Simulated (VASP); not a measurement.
Here is a VASP 6.6.1 calculation.

The input INCAR:

```
SYSTEM = K3Re
ALGO = Normal ; EDIFF = 1E-6
ENCUT = 520 ; ISIF = 2
ISMEAR = -1 ; LASPH = .TRUE.
LCHARG = .TRUE. ; LELF = .TRUE.
LREAL = .FALSE. ; LVHAR = .TRUE.
LWAVE = .FALSE. ; NBANDS = 25
NELM = 60 ; PREC = Accurate
SIGMA = 0.1
```

The input KPOINTS:

```
k-points
0
G
  4 4 4
  0 0 0
```

POSCAR

```
K3Re
1.0
    0.0000000000      4.4166200000      4.4166200000
    4.4166200000      0.0000000000      4.4166200000
    4.4166200000      4.4166200000      0.0000000000
K Re
3 1
Direct
    0.7669600000      0.7443400000      0.7382700000
    0.2436300000      0.2489800000      0.2698600000
    0.5135700000      0.4954000000      0.4996500000
    0.0043200000      0.9875900000      0.9917400000
```

Potentials or basis: VASP PAW LDA potentials, release 64 (K_sv, Re).

Launch:

```sh
$ cat potpaw_LDA.64/K_sv/POTCAR potpaw_LDA.64/Re/POTCAR > POTCAR
$ mpirun -np 1 vasp_std > vasp.out
```

Question: Estimate the largest force.

Answer: 0.132 eV/Å.

Question: Estimate the pressure.

Answer: -2.7 GPa.

Question: What does it give for the band gap on the k mesh?

Answer: Zero (bands 17 and 18 overlap by 0.12 eV).

Stress tensor (GPa, compression positive):
```
-2.66 -0.10  0.06
-0.10 -2.67  0.23
 0.06  0.23 -2.67
```

Caveat: spin-orbit coupling is left out, which moves the levels of the heavy elements.
